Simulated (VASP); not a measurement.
# Ti (I4/mmm) in VASP: single point with PBEsol

Aim: the single point of Ti with PBEsol.

Program: VASP 6.6.1. These are calculated values, not measurements. Logs are shortened: lines on timing, memory, paths and dates and some standing lists are left out, and cuts for length are marked.

## (1) The cell of the first run

It takes space group I4/mmm (No. 139, tetragonal). Conventional cell: a = 4.052 Å, b = 4.052 Å, c = 8.855 Å, α = 90.00°, β = 90.00°, γ = 90.00°. Within 3.8 Å of Ti (site symmetry -4m2) lie 8 Ti at 2.86 to 3.00 Å. Within 4.1 Å of Ti (site symmetry 4/mmm) lie 12 Ti at 3.00 to 4.05 Å.

## (2) Single point, PBEsol

File INCAR:

```
PREC = Accurate
ENCUT = 520
EDIFF = 1E-7
ISMEAR = -1
SIGMA = 0.1
LREAL = F
LASPH = T
NELM = 80
ALGO = Normal
ISIF = 2
LWAVE = F
LCHARG = F
GGA = PS
NBANDS = 25
```

File KPOINTS:

```
Automatic mesh
0
Gamma
  8 8 8
```

File POSCAR:

```
Ti
1.0
   -2.0257540000      2.0257540000      4.4277370000
    2.0257540000     -2.0257540000      4.4277370000
    2.0257540000      2.0257540000     -4.4277370000
Ti
3
Direct
    0.7500000000      0.2500000000      0.5000000000
    0.2500000000      0.7500000000      0.5000000000
    0.5000000000      0.5000000000      0.0000000000
```

Potentials or basis: VASP PAW PBE potentials, release 64 (Ti_sv).

On the command line:

```console
> cat potpaw_PBE.64/Ti_sv/POTCAR > POTCAR
> mpirun -np 1 vasp_std > vasp.out
```

OUTCAR:

```text
PREC = Accurate
   ENCUT = 520
   EDIFF = 1E-7
   ISMEAR = -1
   LREAL = F
   LASPH = T
   NELM = 80
   ISIF = 2
   GGA = PS

 ion  position               nearest neighbor table
   1  0.750  0.250  0.500-   2 2.86   2 2.86   2 2.86   2 2.86
   2  0.250  0.750  0.500-   1 2.86   1 2.86   1 2.86   1 2.86
   3  0.500  0.500  0.000-

  LATTYP: Found a body centered tetragonal cell.
 ALAT       =     4.0515080000
 C/A-ratio  =     2.1857229456

  Lattice vectors:

 A1 = (  -2.0257540000,   2.0257540000,   4.4277370000)
 A2 = (   2.0257540000,  -2.0257540000,   4.4277370000)
 A3 = (   2.0257540000,   2.0257540000,  -4.4277370000)

Analysis of symmetry for initial positions (statically):
=====================================================================
 Subroutine PRICEL returns:
 Original cell was already a primitive cell.

 Routine SETGRP: Setting up the symmetry group for a
 body centered tetragonal supercell.

 Subroutine GETGRP returns: Found 16 space group operations
 (whereof 16 operations were pure point group operations)
 out of a pool of 16 trial point group operations.

The static configuration has the point symmetry D_4h.

Analysis of symmetry for dynamics (positions and initial velocities):
=====================================================================
 Subroutine PRICEL returns:
 Original cell was already a primitive cell.

 Routine SETGRP: Setting up the symmetry group for a
 body centered tetragonal supercell.

 Subroutine GETGRP returns: Found 16 space group operations
 (whereof 16 operations were pure point group operations)
 out of a pool of 16 trial point group operations.

The dynamic configuration has the point symmetry D_4h.

 Subroutine INISYM returns: Found 16 space group operations
 (whereof 16 operations are pure point group operations),
 and found     1 'primitive' translations

----------------------------------------------------------------------------------------

                                     Primitive cell

  volume of cell :      72.6801

  direct lattice vectors                    reciprocal lattice vectors
    -2.025754000  2.025754000  4.427737000     0.000000000  0.246821677  0.112924503
     2.025754000 -2.025754000  4.427737000     0.246821677  0.000000000  0.112924503
     2.025754000  2.025754000 -4.427737000     0.246821677  0.246821677  0.000000000

[... 75 lines left out ...]
 SYSTEM =  unknown system
   PREC   = accura    normal or accurate (medium, high low for compatibility)
   ISTART =      0    job   : 0-new  1-cont  2-samecut
   ICHARG =      2    charge: 1-file 2-atom 10-const
   ISPIN  =      1    spin polarized calculation?
   LNONCOLLINEAR =      F non collinear calculations
   LSORBIT =      F    spin-orbit coupling
   LASPH  =      T    aspherical Exc in radial PAW
   ENCUT  =  520.0 eV  38.22 Ry    6.18 a.u.   9.81  9.81  9.81*2*pi/ulx,y,z
   NELM   =     80;   NELMIN=  2; NELMDL= -5     # of ELM steps
   EDIFF  = 0.1E-06   stopping-criterion for ELM
   LREAL  =      F    real-space projection
   EDIFFG = 0.1E-05   stopping-criterion for IOM
   NSW    =      0    number of steps for IOM
   IBRION =     -1    ionic relax: 0-MD 1-quasi-New 2-CG
   NFREE  =      0    steps in history (QN), initial steepest desc. (CG)
   ISIF   =      2    stress and relaxation
   ISYM   =      2    0-nonsym 1-usesym 2-fastsym
   POTIM  = 0.5000    time-step for ionic-motion
   TEBEG  =    0.0;   TEEND  =   0.0 temperature during run
   PSTRESS=    0.0 pullay stress
   NELECT =      36.0000    total number of electrons
   NUPDOWN=      -1.0000    fix difference up-down
   EMIN   =  10.00;   EMAX   =-10.00  energy-range for DOS
   EFERMI =   0.00;   METHOD = LEGACY
   ISMEAR =    -1;   SIGMA  =   0.10  broadening in eV -4-tet -1-fermi 0-gaus
   EFERMI_NEDOS =   21; number of points for ismear=-14 and -15
   IALGO  =     38    algorithm
   IMIX   =      4    mixing-type and parameters
     AMIX     =   0.40;   BMIX     =  1.00
     AMIX_MAG =   1.60;   BMIX_MAG =  1.00
  volume/ion in A,a.u.               =      24.23       163.49
  Fermi-wavevector in a.u.,A,eV,Ry     =   1.295301  2.447763 22.827907  1.677804
  Thomas-Fermi vector in A             =   2.426829
   LORBIT       =      0    0 simple, 1 ext, 2 COOP (PROOUT), +10 PAW based schemes
   GGA     = PS    functional components
   LHFCALC =     F    Hartree Fock is set to
   AEXX    =    0.0000 exact exchange contribution
   IVDW    =     0    specifies the selected vdW correction
   LEPSILON=     F    determine dielectric tensor
   LRPA    =     F    only Hartree local field effects (RPA)
 non-spin polarized calculation
  energy-cutoff  :      520.00
  volume of cell :       72.68
 maximum number of plane-waves:      1974
   NGX = 19   NGY = 19   NGZ = 19

 number of electron      35.9999994 magnetization

 Free energy of the ion-electron system (eV)
  ---------------------------------------------------
  ext. energy  EPLUGINS =         0.00000000
  ---------------------------------------------------
  free energy    TOTEN  =       -22.06482979 eV

  energy without entropy =      -21.87719382  energy(sigma->0) =      -21.97101180

 E-fermi :   4.8342     XC(G=0):  -9.9725

 val. band max:        4.8272143796   @ k =   0.2500   0.2500  -0.0000
 cond. band min:       4.8454821835   @ k =  -0.3750   0.5000   0.1250
 fundamental gap:      0.0182678039
 Fermi energy:         4.8341943797

 k-point     1 :       0.0000    0.0000    0.0000
  band No.  band energies     occupation
      1     -51.8956      2.00000
      2     -51.7794      2.00000
      3     -51.6991      2.00000
      4     -28.3167      2.00000
      5     -28.2957      2.00000
      6     -28.2957      2.00000
[... 661 lines left out ...]
     24       6.4024      0.00000
     25       7.0031      0.00000

 [... further k-points ...]
[... 5 lines left out ...]
  --------------------------------------------------------------------------------------
  -------------------------------------------------------------------------------------
  Total       -5.9349769     -5.9349769     -5.7148760      0.0000000      0.0000000      0.0000000
  in kB     -130.8321250   -130.8321250   -125.9801666      0.0000000      0.0000000      0.0000000
  external PRESSURE =    -129.2148055 kB  Pullay stress =       0.0000000 kB

 VOLUME and BASIS-vectors are now :
 -----------------------------------------------------------------------------
  energy-cutoff  :      520.00
  volume of cell :       72.68
      direct lattice vectors                 reciprocal lattice vectors
    -2.025754000  2.025754000  4.427737000     0.000000000  0.246821677  0.112924503
     2.025754000 -2.025754000  4.427737000     0.246821677  0.000000000  0.112924503
     2.025754000  2.025754000 -4.427737000     0.246821677  0.246821677  0.000000000

 POSITION                                       TOTAL-FORCE (eV/Angst)
 -----------------------------------------------------------------------------------
      0.00000      2.02575      2.21387        -0.000000      0.000000      0.000000
      2.02575      0.00000      2.21387         0.000000     -0.000000     -0.000000
      0.00000      0.00000      4.42774         0.000000      0.000000     -0.000000
 -----------------------------------------------------------------------------------
    total drift:                               -0.000000     -0.000000      0.000000

  FREE ENERGIE OF THE ION-ELECTRON SYSTEM (eV)
  ---------------------------------------------------
  free  energy   TOTEN  =       -22.0648297902 eV

  energy  without entropy=      -21.8771938184  energy(sigma->0) =      -21.97101180
```

OSZICAR:

```text
N       E                     dE             d eps       ncg     rms          rms(c)
DAV:   1     0.430566170647E+03    0.43057E+03   -0.19216E+04  2958   0.167E+03
DAV:   2     0.287181240979E+02   -0.40185E+03   -0.39574E+03  2996   0.501E+02
DAV:   3    -0.194684638933E+02   -0.48187E+02   -0.47042E+02  5714   0.145E+02
DAV:   4    -0.251592622964E+02   -0.56908E+01   -0.56433E+01  4474   0.426E+01
DAV:   5    -0.254385468022E+02   -0.27928E+00   -0.27904E+00  4788   0.886E+00    0.120E+01
DAV:   6    -0.222483640674E+02    0.31902E+01   -0.17395E+01  4283   0.347E+01    0.546E+00
DAV:   7    -0.232720778726E+02   -0.10237E+01   -0.18404E+01  4434   0.209E+01    0.870E+00
DAV:   8    -0.220635037710E+02    0.12086E+01   -0.48198E+00  4345   0.100E+01    0.248E+00
DAV:   9    -0.221104756198E+02   -0.46972E-01   -0.10227E+00  4483   0.830E+00    0.237E+00
DAV:  10    -0.220686419816E+02    0.41834E-01   -0.65965E-01  4233   0.521E+00    0.618E-01
DAV:  11    -0.220651442690E+02    0.34977E-02   -0.76115E-02  4114   0.289E+00    0.289E-01
DAV:  12    -0.220648414602E+02    0.30281E-03   -0.72371E-03  4171   0.817E-01    0.855E-02
DAV:  13    -0.220648490897E+02   -0.76295E-05   -0.59778E-04  4927   0.185E-01    0.321E-02
DAV:  14    -0.220648325406E+02    0.16549E-04   -0.18464E-04  4397   0.101E-01    0.199E-02
DAV:  15    -0.220648296165E+02    0.29241E-05   -0.38324E-05  4415   0.639E-02    0.272E-03
DAV:  16    -0.220648297101E+02   -0.93588E-07   -0.18547E-06  3839   0.131E-02    0.743E-04
DAV:  17    -0.220648297902E+02   -0.80134E-07   -0.16752E-07  3183   0.324E-03
   1 F= -.22064830E+02 E0= -.21971012E+02  d E =-.187636E+00
```

It took 2.8 min on 1 thread of Intel Xeon Platinum 8488C (Sapphire Rapids), shared host; peak memory 0.27 GiB.

Results:

* Free energy: -22.0648 eV
* Pressure: -12.9 GPa
* Band gap on the k mesh: zero (bands 18 and 19 overlap by 0.98 eV)

Levels at points of the mesh, in eV from the Fermi level:
```
           k point  band 16  band 17  band 18  band 19  band 20  band 21
(0.00, 0.00, 0.00)    -0.78     0.05     0.05     0.15     0.45     0.45
(0.50, 0.00, 0.00)    -0.60    -0.39    -0.23     0.22     0.70     0.89
(0.50, 0.50, 0.00)    -0.93    -0.36     0.17     0.37     0.57     1.22
(0.50, 0.50, 0.50)    -0.78    -0.71    -0.71    -0.59     0.86     1.41
```

Caveat: the cell stands under tension; the PAW data sets were made with another functional, which shifts forces and pressure a little.
